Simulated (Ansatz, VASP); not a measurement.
This is a calculation of NbTe for VASP 6.6.1.

The input POSCAR:

```
NbTe
1.0
    3.7274981105      0.0000000000      0.0000000000
   -1.8637490552      3.2281080563      0.0000000000
    0.0000000000      0.0000000000      3.7186766865
Te Nb
1 1
Direct
    0.6666666667      0.3333333333      0.0000000000
    0.0000000000      0.0000000000      0.5000000000
```

The input INCAR.step1:

```
SYSTEM = NbTe
ALGO = Normal ; EDIFF = 1E-5
ENCUT = 520 ; GGA = PE
ISIF = 2 ; ISMEAR = -1
LASPH = .TRUE. ; LREAL = .FALSE.
LWAVE = .TRUE. ; NBANDS = 16
NELM = 80 ; PREC = Accurate
SIGMA = 0.05
```

The input INCAR.step2:

```
SYSTEM = NbTe
ALGO = Normal ; EDIFF = 1E-6
ENCUT = 520 ; GGA = PE
HFSCREEN = 0.2079 ; ISIF = 2
ISMEAR = -1 ; ISTART = 1
LASPH = .TRUE. ; LCHARG = .TRUE.
LELF = .TRUE. ; LHFCALC = .TRUE.
LREAL = .FALSE. ; LVHAR = .TRUE.
LWAVE = .FALSE. ; NBANDS = 16
NELM = 80 ; PREC = Accurate
PRECFOCK = Normal ; SIGMA = 0.05
```

Contents of KPOINTS:

```
k-points
0
G
  6 6 4
  0 0 0
```

Potentials or basis: VASP PAW PBE potentials, release 64 (Te, Nb_sv).

Run with:

```console
$ cat potpaw_PBE.64/Te/POTCAR potpaw_PBE.64/Nb_sv/POTCAR > POTCAR
$ cp INCAR.step1 INCAR
$ mpirun -np 1 vasp_std > vasp.out
$ cp INCAR.step2 INCAR
$ mpirun -np 1 vasp_std > vasp.out
```

Question: Translate it to Ansatz 0.2.0. Potentials there: Ansatz PAW.

Answer: As run (the cutoff follows the program's own potentials):

File input:

```
crystal:
  lattice:
    - [3.7274981105, 0.0, 0.0]
    - [-1.8637490552, 3.2281080563, 0.0]
    - [0.0, 0.0, 3.7186766865]
  atoms:
    - { symbol: Te, position: [0.6666666667, 0.3333333333, 0.0] }
    - { symbol: Nb, position: [0.0, 0.0, 0.5] }
hamiltonian:
  xc: hse06
  pseudopotentials: { kind: paw }
kpoints:
  mp_grid: { grid: [6, 6, 4] }
scf:
  occupations: { method: fermi_dirac, width: 0.05 }
output:
  forces: true
  stress: true
  eigenvalues: true
```

Both were run:

|  | VASP | Ansatz | Ansatz less VASP |
| --- | --- | --- | --- |
| gap on the k mesh at the Fermi level (eV) | none | none | - |
| pressure (GPa) | -7.8 | -7.2 | +0.51 |
| traceless stress, the component that is largest in VASP (GPa) | 0.83 | 0.94 | +0.107 |

A gap of «none» marks a metal or a gap that the smearing closes. VASP's potentials hold 19 valence electrons a cell and Ansatz's 29, so a difference there can come from the potentials and not from the codes.

The k mesh is coarse, so the values compare programs but aren't converged. Spin-orbit coupling is off throughout.
